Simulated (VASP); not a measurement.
# Be4CuSi in VASP: single point with LDA

Aim: the single point of Be4CuSi with LDA.

Program: VASP 6.6.1. These are calculated values, not measurements. Logs are shortened: lines on timing, memory, paths and dates and some standing lists are left out, and cuts for length are marked.

**1. The cell of the first run**

The typed cell holds 6 atoms: a = 4.327 Å, b = 4.327 Å, c = 4.327 Å, α = 60.00°, β = 60.00°, γ = 60.00°.

**2. Single point, LDA**

Contents of INCAR:

```
SYSTEM = Be4CuSi
PREC     = Accurate       ! precision mode
ENCUT    = 520            ! plane-wave cutoff, eV
EDIFF    = 1E-6           ! SCF threshold, eV
ISMEAR   = -1             ! smearing method
SIGMA    = 0.1            ! smearing width, eV
LREAL    = .False.        ! projectors in reciprocal space
LASPH    = .True.         ! aspherical terms in the spheres
NELM     = 100            ! most SCF steps
ALGO     = Normal         ! electronic algorithm
ISIF     = 2              ! what is computed and relaxed
LWAVE    = .False.        ! write WAVECAR
LCHARG   = .False.        ! write CHGCAR
GGA      = CA             ! functional
NBANDS   = 20             ! bands
```

Contents of KPOINTS:

```
Automatic mesh
0
Gamma
  7 7 7
  0 0 0
```

Contents of POSCAR:

```
Be4CuSi
1.0
    0.0000000000      3.0593000000      3.0593000000
    3.0593000000      0.0000000000      3.0593000000
    3.0593000000      3.0593000000      0.0000000000
Be Si Cu
4 1 1
Direct
    0.3750000000      0.3750000000      0.3750000000
    0.8751000000      0.3750000000      0.3750000000
    0.3750000000      0.3750000000      0.8751000000
    0.3750000000      0.8751000000      0.3750000000
    0.0000000000      0.0000000000      0.0000000000
    0.7500000000      0.7500000000      0.7500000000
```

Potentials or basis: VASP PAW LDA potentials, release 64 (Be, Si, Cu).

On the command line:

```bash
$ cat potpaw_LDA.64/Be/POTCAR potpaw_LDA.64/Si/POTCAR potpaw_LDA.64/Cu/POTCAR > POTCAR
$ mpirun -np 1 vasp_std > vasp.out
```

OUTCAR:

```text
SYSTEM = Be4CuSi
   PREC = Accurate
   ENCUT = 520
   EDIFF = 1E-6
   ISMEAR = -1
   LREAL = .False.
   LASPH = .True.
   NELM = 100
   ISIF = 2
   GGA = CA

 ion  position               nearest neighbor table
   1  0.375  0.375  0.375-   2 2.16   3 2.16   4 2.16   2 2.16   4 2.16   3 2.16   5 2.54   5 2.54
                             5 2.54   6 2.54   6 2.54   6 2.54
   2  0.875  0.375  0.375-   1 2.16   3 2.16   4 2.16   4 2.16   3 2.16   1 2.16   6 2.54   5 2.54
                             5 2.54   5 2.54   6 2.54   6 2.54
   3  0.375  0.375  0.875-   1 2.16   2 2.16   4 2.16   4 2.16   2 2.16   1 2.16   6 2.54   5 2.54
                             5 2.54   5 2.54   6 2.54   6 2.54
   4  0.375  0.875  0.375-   1 2.16   2 2.16   3 2.16   2 2.16   3 2.16   1 2.16   6 2.54   5 2.54
                             5 2.54   5 2.54   6 2.54   6 2.54
   5  0.000  0.000  0.000-   2 2.54   4 2.54   2 2.54   3 2.54   3 2.54   4 2.54   1 2.54   1 2.54
                             1 2.54   4 2.54   2 2.54   3 2.54   6 2.65   6 2.65   6 2.65   6 2.65
   6  0.750  0.750  0.750-   2 2.54   3 2.54   4 2.54   1 2.54   1 2.54   1 2.54   4 2.54   2 2.54
                             4 2.54   3 2.54   2 2.54   3 2.54   5 2.65   5 2.65   5 2.65   5 2.65

  LATTYP: Found a face centered cubic cell.
 ALAT       =     6.1186000000

  Lattice vectors:

 A1 = (   0.0000000000,   3.0593000000,   3.0593000000)
 A2 = (   3.0593000000,   0.0000000000,   3.0593000000)
 A3 = (   3.0593000000,   3.0593000000,   0.0000000000)

Analysis of symmetry for initial positions (statically):
=====================================================================
 Subroutine PRICEL returns:
 Original cell was already a primitive cell.

 Routine SETGRP: Setting up the symmetry group for a
 face centered cubic supercell.

 Subroutine GETGRP returns: Found  6 space group operations
 (whereof  6 operations were pure point group operations)
 out of a pool of 48 trial point group operations.

The static configuration has the point symmetry C_3v.

Analysis of symmetry for dynamics (positions and initial velocities):
=====================================================================
 Subroutine PRICEL returns:
 Original cell was already a primitive cell.

 Routine SETGRP: Setting up the symmetry group for a
 face centered cubic supercell.

 Subroutine GETGRP returns: Found  6 space group operations
 (whereof  6 operations were pure point group operations)
 out of a pool of 48 trial point group operations.

The dynamic configuration has the point symmetry C_3v.

 Subroutine INISYM returns: Found  6 space group operations
 (whereof  6 operations are pure point group operations),
 and found     1 'primitive' translations
[... 108 lines left out ...]
   NFREE  =      0    steps in history (QN), initial steepest desc. (CG)
   ISIF   =      2    stress and relaxation
   ISYM   =      2    0-nonsym 1-usesym 2-fastsym
   POTIM  = 0.5000    time-step for ionic-motion
   TEBEG  =    0.0;   TEEND  =   0.0 temperature during run
   PSTRESS=    0.0 pullay stress
   NELECT =      23.0000    total number of electrons
   NUPDOWN=      -1.0000    fix difference up-down
   EMIN   =  10.00;   EMAX   =-10.00  energy-range for DOS
   EFERMI =   0.00;   METHOD = LEGACY
   ISMEAR =    -1;   SIGMA  =   0.10  broadening in eV -4-tet -1-fermi 0-gaus
   EFERMI_NEDOS =   21; number of points for ismear=-14 and -15
   IALGO  =     38    algorithm
   IMIX   =      4    mixing-type and parameters
     AMIX     =   0.40;   BMIX     =  1.00
     AMIX_MAG =   1.60;   BMIX_MAG =  1.00
  volume/ion in A,a.u.               =       9.54        64.41
  Fermi-wavevector in a.u.,A,eV,Ry     =   1.207866  2.282536 19.850083  1.458940
  Thomas-Fermi vector in A             =   2.343491
   LORBIT       =      0    0 simple, 1 ext, 2 COOP (PROOUT), +10 PAW based schemes
   GGA     = CA    functional components
   LHFCALC =     F    Hartree Fock is set to
   AEXX    =    0.0000 exact exchange contribution
   IVDW    =     0    specifies the selected vdW correction
   LEPSILON=     F    determine dielectric tensor
   LRPA    =     F    only Hartree local field effects (RPA)
 non-spin polarized calculation
  energy-cutoff  :      520.00
  volume of cell :       57.27
 maximum number of plane-waves:      1553
   NGX = 17   NGY = 17   NGZ = 17

 number of electron      23.0000001 magnetization

 Free energy of the ion-electron system (eV)
  ---------------------------------------------------
  ext. energy  EPLUGINS =         0.00000000
  ---------------------------------------------------
  free energy    TOTEN  =       -26.81585563 eV

  energy without entropy =      -26.75538984  energy(sigma->0) =      -26.78562273

 E-fermi :   8.4099     XC(G=0): -11.3402

 val. band max:        8.1620017570   @ k =   0.2857   0.2857  -0.4286
 cond. band min:       8.4238739456   @ k =   0.1429   0.1429  -0.2857
 fundamental gap:      0.2618721886
 Fermi energy:         8.4099468228

 k-point     1 :       0.0000    0.0000    0.0000
  band No.  band energies     occupation
      1      -4.2105      2.00000
      2       2.9218      2.00000
      3       2.9218      2.00000
      4       2.9221      2.00000
      5       3.6850      2.00000
      6       3.6850      2.00000
[... 541 lines left out ...]
     19      15.5202      0.00000
     20      15.5220      0.00000

 [... further k-points ...]

------------------------ aborting loop because EDIFF is reached ----------------------------------------

  FORCE on cell =-STRESS in cart. coord.  units (eV):
  Direction    XX          YY          ZZ          XY          YZ          ZX
  --------------------------------------------------------------------------------------
  -------------------------------------------------------------------------------------
  Total       -2.5804754     -2.5804754     -2.5804754     -0.0000519     -0.0000519     -0.0000519
  in kB      -72.1961620    -72.1961620    -72.1961620     -0.0014508     -0.0014508     -0.0014508
  external PRESSURE =     -72.1961620 kB  Pullay stress =       0.0000000 kB

 VOLUME and BASIS-vectors are now :
 -----------------------------------------------------------------------------
  energy-cutoff  :      520.00
  volume of cell :       57.27
      direct lattice vectors                 reciprocal lattice vectors
     0.000000000  3.059300000  3.059300000    -0.163436080  0.163436080  0.163436080
     3.059300000  0.000000000  3.059300000     0.163436080 -0.163436080  0.163436080
     3.059300000  3.059300000  0.000000000     0.163436080  0.163436080 -0.163436080

 POSITION                                       TOTAL-FORCE (eV/Angst)
 -----------------------------------------------------------------------------------
      2.29447      2.29447      2.29447         0.019386      0.019386      0.019386
      2.29447      3.82443      3.82443         0.019493     -0.019854     -0.019854
      3.82443      3.82443      2.29447        -0.019854     -0.019854      0.019493
      3.82443      2.29447      3.82443        -0.019854      0.019493     -0.019854
      0.00000      0.00000      0.00000         0.000473      0.000473      0.000473
      4.58895      4.58895      4.58895         0.000358      0.000358      0.000358
 -----------------------------------------------------------------------------------
    total drift:                                0.000001      0.000001      0.000000

  FREE ENERGIE OF THE ION-ELECTRON SYSTEM (eV)
  ---------------------------------------------------
  free  energy   TOTEN  =       -26.8158556291 eV

  energy  without entropy=      -26.7553898383  energy(sigma->0) =      -26.78562273
```

Wall time 37 s (1 thread of Intel Xeon Platinum 8259CL at 2.50GHz (Skylake/Cascade Lake), shared host); peak memory 0.18 GiB.

What came out:

```yaml
Free_energy: -26.8159 eV
Pressure: -7.2 GPa
Largest_force: 0.034 eV/Å
```

Forces in eV/Å, atoms in the order of the input:
```
Be   0.019  0.019  0.019
Be   0.019 -0.020 -0.020
Be  -0.020 -0.020  0.019
Be  -0.020  0.019 -0.020
Si   0.000  0.000  0.000
Cu   0.000  0.000  0.000
```
